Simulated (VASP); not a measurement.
Here is a VASP 6.6.1 calculation.

The input INCAR:

```
SYSTEM = Li2Se
  ALGO = Normal
  EDIFF = 1E-6
  ENCUT = 750
  GGA = PS
  GGA_COMPAT = .FALSE.
  ISIF = 2
  ISMEAR = 0
  LASPH = .TRUE.
  LCHARG = .FALSE.
  LREAL = .FALSE.
  LWAVE = .FALSE.
  NBANDS = 13
  NELM = 120
  PREC = Accurate
  SIGMA = 0.01
```

File KPOINTS:

```
k-points
0
G
  6 6 6
  0 0 0
```

POSCAR

```
Li2Se
1.0
    0.0000000000      2.9458459284      2.9458459284
    2.9458459284      0.0000000000      2.9458459284
    2.9458459284      2.9458459284      0.0000000000
Li Se
2 1
Direct
    0.2500000000      0.2500000000      0.2500000000
    0.7500000000      0.7500000000      0.7500000000
    0.0000000000      0.0000000000      0.0000000000
```

Potentials or basis: VASP PAW PBE potentials, release 64 (Li_sv, Se).

Run with:

```sh
$ cat potpaw_PBE.64/Li_sv/POTCAR potpaw_PBE.64/Se/POTCAR > POTCAR
$ mpirun -np 1 vasp_std > vasp.out
```

Problem. Estimate the band gap on the k mesh.

Solution. 2.78 eV, indirect (least direct gap 3.48 eV).

Problem. Estimate the pressure.

Solution. 1.0 GPa.

Caveat: the PAW data sets were made with another functional, which shifts forces and pressure a little. A k mesh can miss the band edges.
